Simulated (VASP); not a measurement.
Input of a VASP 6.6.1 run:

POSCAR

```
KCdI3
1.0
    5.9666702194      0.0000000000      0.0000000000
    0.0000000000      5.9666702194      0.0000000000
    0.0000000000      0.0000000000      5.9666702194
K Cd I
1 1 3
Direct
    0.0000000000      0.0000000000      0.0000000000
    0.5000000000      0.5000000000      0.5000000000
    0.5000000000      0.5000000000      0.0000000000
    0.5000000000      0.0000000000      0.5000000000
    0.0000000000      0.5000000000      0.5000000000
```

File INCAR.step1:

```
PREC     = Accurate       # precision mode
ENCUT    = 520            # plane-wave cutoff, eV
ISMEAR   = -1             # smearing method
SIGMA    = 0.02           # smearing width, eV
LREAL    = F              # projectors in reciprocal space
LASPH    = T              # aspherical terms in the spheres
NELM     = 100            # most SCF steps
NBANDS   = 29             # bands
GGA      = PE             # functional
ALGO     = Normal         # electronic algorithm
EDIFF    = 1E-4           # SCF threshold, eV
LWAVE    = T              # write WAVECAR
LCHARG   = F              # write CHGCAR
```

File INCAR.step2:

```
PREC     = Accurate       # precision mode
ENCUT    = 520            # plane-wave cutoff, eV
EDIFF    = 1E-7           # SCF threshold, eV
ISMEAR   = -1             # smearing method
SIGMA    = 0.02           # smearing width, eV
LREAL    = F              # projectors in reciprocal space
LASPH    = T              # aspherical terms in the spheres
NELM     = 100            # most SCF steps
ALGO     = Normal         # electronic algorithm
ISIF     = 2              # what is computed and relaxed
LWAVE    = F              # write WAVECAR
LCHARG   = F              # write CHGCAR
METAGGA  = R2SCAN         # meta-GGA
LMIXTAU  = T            
NBANDS   = 29             # bands
ISTART   = 1
```

KPOINTS

```
Automatic mesh
0
Gamma
  4 4 4
```

Potentials or basis: VASP PAW PBE potentials, release 64 (K_sv, Cd, I).

The run is started by

```console
$ cat potpaw_PBE.64/K_sv/POTCAR potpaw_PBE.64/Cd/POTCAR potpaw_PBE.64/I/POTCAR > POTCAR
$ cp INCAR.step1 INCAR
$ mpirun -np 1 vasp_std > vasp.out
$ cp INCAR.step2 INCAR
$ mpirun -np 1 vasp_std > vasp.out
```

Q: Predict the pressure.

A: -0.2 GPa.

Q: Estimate the band gap on the k mesh.

A: 0.15 eV, indirect (least direct gap 0.64 eV).

Caveat: the cell differs from its parent crystal (strain +0.5%); the PAW data sets were made with another functional, which shifts forces and pressure a little; spin-orbit coupling is left out, which moves the levels of the heavy elements. A k mesh can miss the band edges.
